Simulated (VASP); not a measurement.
# Mo (P6/mmm) in VASP: notebook, part 2 of 2

VASP 6.6.1.

## Step 4: Single point, r2SCAN (strain +0.030 along x and y, -0.015 along z)

POSCAR reads:

```
Mo
1.0
    2.8175757091      0.0000000000      0.0000000000
   -1.4087878546      2.4400921412      0.0000000000
    0.0000000000      0.0000000000      2.5168529895
Mo
1
Direct
    0.0000000000      0.0000000000      0.5000000000
```

INCAR.step1 reads:

```
SYSTEM = Mo
PREC = Accurate
ENCUT = 520
ISMEAR = 0
SIGMA = 0.15
LREAL = .FALSE.
LASPH = .TRUE.
NELM = 60
NBANDS = 13
GGA = PE
ALGO = Normal
EDIFF = 1E-4
LWAVE = .TRUE.
LCHARG = .FALSE.
```

INCAR.step2 reads:

```
SYSTEM = Mo
PREC = Accurate
ENCUT = 520
EDIFF = 1E-6
ISMEAR = 0
SIGMA = 0.15
LREAL = .FALSE.
LASPH = .TRUE.
NELM = 60
ALGO = Normal
ISIF = 2
LWAVE = .FALSE.
LCHARG = .FALSE.
METAGGA = R2SCAN
LMIXTAU = .TRUE.
NBANDS = 13
ISTART = 1
```

KPOINTS reads:

```
regular mesh
0
G
  18 18 18
  0 0 0
```

Potentials or basis: VASP PAW PBE potentials, release 64 (Mo_sv).

Run with:

```bash
$ cat potpaw_PBE.64/Mo_sv/POTCAR > POTCAR
$ cp INCAR.step1 INCAR
$ mpirun -np 1 vasp_std > vasp.out
$ cp INCAR.step2 INCAR
$ mpirun -np 1 vasp_std > vasp.out
```

OUTCAR:

```text
SYSTEM = Mo
   PREC = Accurate
   ENCUT = 520
   EDIFF = 1E-6
   ISMEAR = 0
   LREAL = .FALSE.
   LASPH = .TRUE.
   NELM = 60
   ISIF = 2
   METAGGA = R2SCAN
   ISTART = 1

 ion  position               nearest neighbor table
   1  0.000  0.000  0.500-

  LATTYP: Found a hexagonal cell.
 ALAT       =     2.8175757091
 C/A-ratio  =     0.8932689835

  Lattice vectors:

 A1 = (   2.8175757091,   0.0000000000,   0.0000000000)
 A2 = (  -1.4087878546,   2.4400921412,   0.0000000000)
 A3 = (   0.0000000000,   0.0000000000,   2.5168529895)

Analysis of symmetry for initial positions (statically):
=====================================================================
 Subroutine PRICEL returns:
 Original cell was already a primitive cell.

 Routine SETGRP: Setting up the symmetry group for a
 hexagonal supercell.

 Subroutine GETGRP returns: Found 24 space group operations
 (whereof 24 operations were pure point group operations)
 out of a pool of 24 trial point group operations.

The static configuration has the point symmetry D_6h.

Analysis of symmetry for dynamics (positions and initial velocities):
=====================================================================
 Subroutine PRICEL returns:
 Original cell was already a primitive cell.

 Routine SETGRP: Setting up the symmetry group for a
 hexagonal supercell.

 Subroutine GETGRP returns: Found 24 space group operations
 (whereof 24 operations were pure point group operations)
 out of a pool of 24 trial point group operations.

The dynamic configuration has the point symmetry D_6h.

 Subroutine INISYM returns: Found 24 space group operations
 (whereof 24 operations are pure point group operations),
 and found     1 'primitive' translations

----------------------------------------------------------------------------------------

                                     Primitive cell

  volume of cell :      17.3037

  direct lattice vectors                    reciprocal lattice vectors
     2.817575709  0.000000000  0.000000000     0.354915042  0.204910295  0.000000000
    -1.408787855  2.440092141  0.000000000     0.000000000  0.409820590  0.000000000
     0.000000000  0.000000000  2.516852989     0.000000000  0.000000000  0.397321577

  length of vectors
     2.817575709  2.817575709  2.516852989     0.409820590  0.409820590  0.397321577

  position of ions in fractional coordinates (direct lattice)
     0.000000000  0.000000000  0.500000000

  ion indices of the primitive-cell ions
   primitive index   ion index
                 1           1

----------------------------------------------------------------------------------------

 KPOINTS: regular mesh

Automatic generation of k-mesh.
 Grid dimensions read from file:
 generate k-points for:   18   18   18

 Generating k-lattice:

  Cartesian coordinates                     Fractional coordinates (reciprocal lattice)
     0.019717502  0.011383905  0.000000000     0.055555556  0.000000000  0.000000000
     0.000000000  0.022767811  0.000000000     0.000000000  0.055555556  0.000000000
     0.000000000  0.000000000  0.022073421     0.000000000  0.000000000  0.055555556

  Length of vectors
     0.022767811  0.022767811  0.022073421

  Shift w.r.t. Gamma in fractional coordinates (k-lattice)
     0.000000000  0.000000000  0.000000000

 Subroutine IBZKPT returns following result:
 ===========================================

 Found    370 irreducible k-points:

 Following reciprocal coordinates:
            Coordinates               Weight
  0.000000  0.000000  0.000000      1.000000
  0.055556 -0.000000  0.000000      6.000000
  0.111111 -0.000000  0.000000      6.000000
  0.166667 -0.000000  0.000000      6.000000
  0.222222 -0.000000  0.000000      6.000000
  0.277778 -0.000000  0.000000      6.000000
[... 16 lines left out ...]
  0.333333  0.111111  0.000000     12.000000
  0.388889  0.111111  0.000000     12.000000
 [... further k-points ...]
   k-points           NKPTS =    370   k-points in BZ     NKDIM =    370   number of bands    NBANDS=     13
   number of dos      NEDOS =    301   number of ions     NIONS =      1
   total plane-waves  NPLWV =  11520
   dimension x,y,z NGX =    24 NGY =   24 NGZ =   20
   dimension x,y,z NGXF=    48 NGYF=   48 NGZF=   40
   ions per type =               1
   NGX,Y,Z   is equivalent  to a cutoff of  14.16, 14.16, 13.21 a.u.
   NGXF,Y,Z  is equivalent  to a cutoff of  28.32, 28.32, 26.42 a.u.
 SYSTEM =  Mo
   PREC   = accura    normal or accurate (medium, high low for compatibility)
   ISTART =      1    job   : 0-new  1-cont  2-samecut
   ICHARG =      0    charge: 1-file 2-atom 10-const
   ISPIN  =      1    spin polarized calculation?
   LNONCOLLINEAR =      F non collinear calculations
   LSORBIT =      F    spin-orbit coupling
   LASPH  =      T    aspherical Exc in radial PAW
   ENCUT  =  520.0 eV  38.22 Ry    6.18 a.u.   5.24  5.24  4.68*2*pi/ulx,y,z
   NELM   =     60;   NELMIN=  2; NELMDL=  0     # of ELM steps
   EDIFF  = 0.1E-05   stopping-criterion for ELM
   LREAL  =      F    real-space projection
   EDIFFG = 0.1E-04   stopping-criterion for IOM
   NSW    =      0    number of steps for IOM
   IBRION =     -1    ionic relax: 0-MD 1-quasi-New 2-CG
   NFREE  =      0    steps in history (QN), initial steepest desc. (CG)
   ISIF   =      2    stress and relaxation
   ISYM   =      2    0-nonsym 1-usesym 2-fastsym
   POTIM  = 0.5000    time-step for ionic-motion
   TEBEG  =    0.0;   TEEND  =   0.0 temperature during run
   PSTRESS=    0.0 pullay stress
   NELECT =      14.0000    total number of electrons
   NUPDOWN=      -1.0000    fix difference up-down
   EMIN   =  10.00;   EMAX   =-10.00  energy-range for DOS
   EFERMI =   0.00;   METHOD = LEGACY
   ISMEAR =     0;   SIGMA  =   0.15  broadening in eV -4-tet -1-fermi 0-gaus
   EFERMI_NEDOS =   21; number of points for ismear=-14 and -15
   IALGO  =     38    algorithm
   IMIX   =      4    mixing-type and parameters
     AMIX     =   0.40;   BMIX     =  1.00
     AMIX_MAG =   1.60;   BMIX_MAG =  1.00
  volume/ion in A,a.u.               =      17.30       116.77
  Fermi-wavevector in a.u.,A,eV,Ry     =   1.525472  2.882724 31.661646  2.327065
  Thomas-Fermi vector in A             =   2.633638
   LORBIT       =      0    0 simple, 1 ext, 2 COOP (PROOUT), +10 PAW based schemes
   METAGGA = R2SCAN    functional components
   LHFCALC =     F    Hartree Fock is set to
   AEXX    =    0.0000 exact exchange contribution
   IVDW    =     0    specifies the selected vdW correction
   LEPSILON=     F    determine dielectric tensor
   LRPA    =     F    only Hartree local field effects (RPA)
 non-spin polarized calculation
 Gauss-broadening in eV      SIGMA  =   0.15
  energy-cutoff  :      520.00
  volume of cell :       17.30
 maximum number of plane-waves:       482
 NGX is ok and might be reduce to    24
   NGX = 11   NGY = 11   NGZ =  9

 number of electron      14.0000004 magnetization

 Free energy of the ion-electron system (eV)
  ---------------------------------------------------
  ext. energy  EPLUGINS =         0.00000000
  ---------------------------------------------------
  free energy    TOTEN  =       -25.13008549 eV

  energy without entropy =      -25.11839427  energy(sigma->0) =      -25.12423988

 E-fermi :  10.8149     XC(G=0): -13.8730

 val. band max:       10.8132246909   @ k =   0.2778   0.0556   0.2778
 cond. band min:      10.8177527040   @ k =   0.2222  -0.0000   0.5000
 fundamental gap:      0.0045280130
 Fermi energy:        10.8149373739

 k-point     1 :       0.0000    0.0000    0.0000
  band No.  band energies     occupation
      1     -52.1262      2.00000
      2     -24.7909      2.00000
      3     -24.7909      2.00000
      4     -24.4460      2.00000
      5       3.8640      2.00000
      6       6.3332      2.00000
      7       9.9566      2.00000
      8       9.9566      2.00000
      9      15.1780      0.00000
     10      15.1780      0.00000
     11      24.0430      0.00000
     12      28.4949      0.00000
     13      31.5715      0.00000
[... 353 lines left out ...]
 k-point    24 :       0.3889    0.1111    0.0000
  band No.  band energies     occupation
      1     -51.9490      2.00000
      2     -25.8613      2.00000
      3     -25.1337      2.00000
      4     -24.3306      2.00000
      5       6.4639      2.00000
      6       7.3140      2.00000
      7      10.5756      1.97596
      8      12.7399      0.00000
      9      14.4238      0.00000
     10      15.4123      0.00000
     11      20.5633      0.00000
     12      23.4102      0.00000
     13      29.3175      0.00000

 [... further k-points ...]

------------------------ aborting loop because EDIFF is reached ----------------------------------------

  FORCE on cell =-STRESS in cart. coord.  units (eV):
  Direction    XX          YY          ZZ          XY          YZ          ZX
  --------------------------------------------------------------------------------------
  -------------------------------------------------------------------------------------
  Total       -1.0948287     -1.0948287     -0.2356192      0.0000000      0.0000000      0.0000000
  in kB     -101.3717803   -101.3717803    -21.8163253      0.0000000      0.0000000      0.0000000
  external PRESSURE =     -74.8532953 kB  Pullay stress =       0.0000000 kB

 VOLUME and BASIS-vectors are now :
 -----------------------------------------------------------------------------
  energy-cutoff  :      520.00
  volume of cell :       17.30
      direct lattice vectors                 reciprocal lattice vectors
     2.817575709  0.000000000  0.000000000     0.354915042  0.204910295  0.000000000
    -1.408787855  2.440092141  0.000000000     0.000000000  0.409820590  0.000000000
     0.000000000  0.000000000  2.516852989     0.000000000  0.000000000  0.397321577

 POSITION                                       TOTAL-FORCE (eV/Angst)
 -----------------------------------------------------------------------------------
      0.00000      0.00000      1.25843         0.000000      0.000000      0.000000
 -----------------------------------------------------------------------------------
    total drift:                                0.000000      0.000000     -0.000000

  FREE ENERGIE OF THE ION-ELECTRON SYSTEM (eV)
  ---------------------------------------------------
  free  energy   TOTEN  =       -25.1300854913 eV

  energy  without entropy=      -25.1183942657  energy(sigma->0) =      -25.12423988
```

Wall time 4 min (1 thread of Intel Xeon Platinum 8375C at 2.90GHz (Ice Lake), shared host); peak memory 0.2 GiB.

What came out:

```yaml
Free_energy: -25.1301 eV
Pressure: -7.5 GPa
Band_gap_on_the_k_mesh: zero (bands 7 and 8 overlap by 1.69 eV)
```

Levels at points of the mesh, in eV from the Fermi level:
```csv
k point,band 3,band 4,band 5,band 6,band 7,band 8,band 9,band 10,band 11,band 12
"(0.00, 0.00, 0.00)",-35.61,-35.26,-6.95,-4.48,-0.86,-0.86,4.36,4.36,13.23,17.68
"(0.50, 0.00, 0.00)",-35.87,-35.15,-4.82,-3.50,0.72,1.78,3.81,4.06,9.69,13.43
"(0.00, 0.00, 0.50)",-35.41,-35.41,-3.46,0.13,0.13,0.29,0.52,0.52,10.97,16.95
"(0.50, 0.00, 0.50)",-36.45,-35.65,-5.22,-2.98,-0.64,4.49,6.08,6.80,7.30,16.83
```

Caveat: the cell differs from its parent crystal (strain +0.030 along x and y, -0.015 along z); the cell stands under tension; the PAW data sets were made with another functional, which shifts forces and pressure a little.

## Step 5: Summary

```csv
cell,gap on the mesh (eV),pressure (GPa)
"a = 2.736, b = 2.736, c = 2.632 Å, angles 90.0, 90.0, 120.0°, 1 atom",none,-4.3
"a = 2.777, b = 2.777, c = 2.555 Å, angles 90.0, 90.0, 120.0°, 1 atom",none,-4.9
"a = 2.818, b = 2.818, c = 2.517 Å, angles 90.0, 90.0, 120.0°, 1 atom",none,-7.5
```

Alike in all rows: task single point; level r2SCAN; potentials or basis VASP PAW PBE potentials, release 64 (Mo_sv); no spin polarisation; k mesh 18 × 18 × 18; cutoff (eV) 520; smearing gaussian 0.15 eV.

Caveats: the cell stands under tension; the PAW data sets were made with another functional, which shifts forces and pressure a little.

Absolute energies hang on the potentials; compare differences alone.
